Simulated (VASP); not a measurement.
# Sr2O5 (cubic X2O5 type): single point with PBE

Sr2O5 (cubic X2O5 type):

```
Sr O
1.0
     5.68595    0.00000    0.00000
     0.00000    5.68595    0.00000
     0.00000    0.00000    5.68595
Sr O
4 10
Direct
  0.00000 0.00000 0.00000
  0.50000 0.50000 0.00000
  0.50000 0.00000 0.50000
  0.00000 0.50000 0.50000
  0.50000 0.00000 0.00000
  0.00000 0.50000 0.00000
  0.00000 0.00000 0.50000
  0.50000 0.50000 0.50000
  0.75000 0.75000 0.25000
  0.75000 0.25000 0.75000
  0.25000 0.75000 0.75000
  0.75000 0.25000 0.25000
  0.25000 0.75000 0.25000
  0.25000 0.25000 0.75000
```

* Program: VASP 6.6.1
* Task: single point
* Functional: PBE
* Potentials or basis: VASP PAW PBE potentials, release 64 (Sr_sv, O)
* Cutoff: 520 eV
* k mesh: 10 × 10 × 10
* Occupations: fermi-dirac, width 0.0612256 eV
* Spin: no spin polarisation
* Dipole correction: no
* Further INCAR settings: ALGO = Normal; EDIFF = 1e-06; NBANDS = 63

```
Pressure               : 6.0 GPa
Band gap on the k mesh : zero (bands 50 and 51 overlap by 0.24 eV)
```

Levels at points of the mesh, in eV from the Fermi level:
| k point | band 48 | band 49 | band 50 | band 51 | band 52 | band 53 |
| --- | --- | --- | --- | --- | --- | --- |
| (0.00, 0.00, 0.00) | 0.05 | 0.05 | 0.05 | 0.40 | 0.40 | 0.40 |
| (0.50, 0.00, 0.00) | -0.44 | -0.25 | -0.25 | -0.03 | -0.03 | 0.01 |
| (0.50, 0.50, 0.00) | -0.25 | -0.20 | -0.20 | 0.21 | 0.21 | 0.33 |
| (0.50, 0.50, 0.50) | -0.13 | -0.13 | -0.11 | -0.11 | -0.11 | 0.07 |

Run time: 18 min on 1 thread of Oxide Virtual Turin-like Processor, with other jobs on the host, peak memory 0.53 GiB.

Caveat: the cell stands under pressure; semilocal functionals underestimate gaps, so a narrow gap can read as zero.
